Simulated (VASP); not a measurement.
Set up this calculation in VASP 6.6.1, as the native input.

| Item | Value |
| --- | --- |
| Task | single point |
| Functional | LDA |
| Potentials or basis | VASP PAW LDA potentials, release 64 (Sb) |
| Cutoff | 520 eV |
| k mesh | 12 × 12 × 12 |
| Occupations | fermi-dirac, width 0.05 eV |
| Spin | no spin polarisation |
| Dipole correction | no |
| Further INCAR settings | ALGO = Normal; EDIFF = 1e-06; NBANDS = 8 |

The structure of Sb lies in POSCAR:

```
Sb
1.0
   -1.5659590577      1.5659590577      2.6937369538
    1.5659590577     -1.5659590577      2.6937369538
    1.5659590577      1.5659590577     -2.6937369538
Sb
1
Direct
    0.0000000000      0.0000000000      0.0000000000
```

This cell differs from its parent crystal: volume scaled by 0.98.

One way to write it, as run:

INCAR

```
PREC = Accurate ; ENCUT = 520
EDIFF = 1E-6 ; ISMEAR = -1
SIGMA = 0.05 ; LREAL = F
LASPH = T ; NELM = 80
ALGO = Normal ; ISIF = 2
LWAVE = F ; LCHARG = T
GGA = CA ; LELF = T
LVHAR = T ; NBANDS = 8
```

KPOINTS

```
regular mesh
0
Gamma
  12 12 12
```

Potentials or basis: VASP PAW LDA potentials, release 64 (Sb).

Run with:

```bash
$ cat potpaw_LDA.64/Sb/POTCAR > POTCAR
$ mpirun -np 1 vasp_std > vasp.out
```

Results of the run:

```json
{
 "Pressure": "-1.0 GPa"
}
```

Wall time 29 s on 1 thread of Intel(R) Xeon(R) Platinum 8488C (Sapphire Rapids), with other jobs on the host, peak memory 0.16 GiB.
